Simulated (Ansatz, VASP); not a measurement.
# One calculation of Si2N, two programs

The input INCAR:

```
SYSTEM = Si2N
  ALGO = Normal
  EDIFF = 1E-7
  ENCUT = 520
  GGA = PE
  ISIF = 2
  ISMEAR = 0
  ISPIN = 2
  LASPH = .True.
  LCHARG = .False.
  LORBIT = 11
  LREAL = .False.
  LWAVE = .False.
  MAGMOM = 0 0 1
  NBANDS = 18
  NELM = 150
  PREC = Accurate
  SIGMA = 0.1
```

File KPOINTS:

```
k-points
0
Gamma
  8 8 8
  0 0 0
```

File POSCAR:

```
Si2N
1.0
   -1.3114853124      1.8113361508      3.9827687092
    1.3114853124     -1.8113361508      3.9827687092
    1.3114853124      1.8113361508     -3.9827687092
Si N
2 1
Direct
    0.8307786743      0.3307786743      0.5000000000
    0.1692213257      0.6692213257      0.5000000000
    0.0000000000      0.0000000000      0.0000000000
```

Input for Ansatz:

```yaml
crystal:
  lattice:
    - [-1.3114853124, 1.8113361508, 3.9827687092]
    - [1.3114853124, -1.8113361508, 3.9827687092]
    - [1.3114853124, 1.8113361508, -3.9827687092]
  atoms:
    - { symbol: Si, position: [0.8307786743, 0.3307786743, 0.5] }
    - { symbol: Si, position: [0.1692213257, 0.6692213257, 0.5] }
    - { symbol: "N", position: [0.0, 0.0, 0.0], spin: 1.0 }
basis:
  ecutwfc: 420
kpoints:
  mp_grid: { grid: [8, 8, 8] }
hamiltonian:
  xc: pbe
scf:
  occupations: { method: gaussian, width: 0.1 }
  lower_state_search: "off"
output:
  forces: true
  stress: true
  eigenvalues: true
  populations: true
magnetization:
  spin_polarized: true
```

Change from the starting cell: species swapped into the NiF2 type (Pnnm, No. 58).

Alike in both runs: task single point; functional PBE; k mesh 8 × 8 × 8; occupations gaussian, width 0.1 eV; collinear spin.

|  | VASP | Ansatz |
| --- | --- | --- |
| version | VASP 6.6.1 | Ansatz 0.2.0 |
| potentials or method | VASP PAW PBE potentials, release 64 (Si, N), cutoff 520 eV | scalar-relativistic, plane waves, PAW |
| valence electrons in the cell | 13 | 13 |

Ansatz gave:

* gap on the k mesh at the Fermi level (eV): none
* pressure (GPa): 0.0
* traceless stress, the component that is largest in VASP (GPa): -0.02
* rms of the force components (eV/Å): 0.001
* net moment per atom (μB): 0.00

Estimate VASP's values.

gap on the k mesh at the Fermi level (eV): none; pressure (GPa): -0.1; traceless stress, the component that is largest in VASP (GPa): -0.10; rms of the force components (eV/Å): 0.005; net moment per atom (μB): 0.00.

Atom by atom the forces differ by 0.005 eV/Å (rms over components). A gap of «none» marks a metal or a gap that the smearing closes. The functional is the same, so the differences come from potentials, cutoffs and numerics. Ansatz's warnings: seeded moment not kept.

The k mesh is coarse, so the values compare programs but aren't converged.
